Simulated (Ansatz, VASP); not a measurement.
One calculation of C, two programs

```
C
1.0
     1.23248    0.71157    3.36094
    -1.23248    0.71157    3.36094
     0.00000   -1.42315    3.36094
C
2
Direct
  0.17225 0.17225 0.17225
  0.82775 0.82775 0.82775
```

Change from the starting cell: mode 4 frozen in at +0.057 Å, equal normal strain along x, y and z +0.0000.

Alike in both runs: task single point; functional PBE; dispersion D3(BJ); k mesh 15 × 15 × 15; occupations gaussian, width 0.05 eV; no spin polarisation.

```csv
,VASP,Ansatz
version,VASP 6.6.1,Ansatz 0.2.0
potentials or method,"VASP PAW PBE potentials, release 64 (C), cutoff 520 eV","scalar-relativistic, plane waves, PAW"
valence electrons in the cell,8,8
```

Ansatz gave:

| Property | Result |
| --- | --- |
| gap on the k mesh at the Fermi level (eV) | 0.49 |
| least direct gap on the mesh (eV) | 0.49 |
| pressure (GPa) | -0.7 |
| traceless stress, the component that is largest in VASP (GPa) | -1.11 |
| rms of the force components (eV/Å) | 1.094 |

Question: What did VASP give for the same quantities?

Answer: gap on the k mesh at the Fermi level (eV): 0.49; least direct gap on the mesh (eV): 0.49; pressure (GPa): -0.3; traceless stress, the component that is largest in VASP (GPa): -1.64; rms of the force components (eV/Å): 1.090.

Atom by atom the forces differ by 0.004 eV/Å (rms over components).
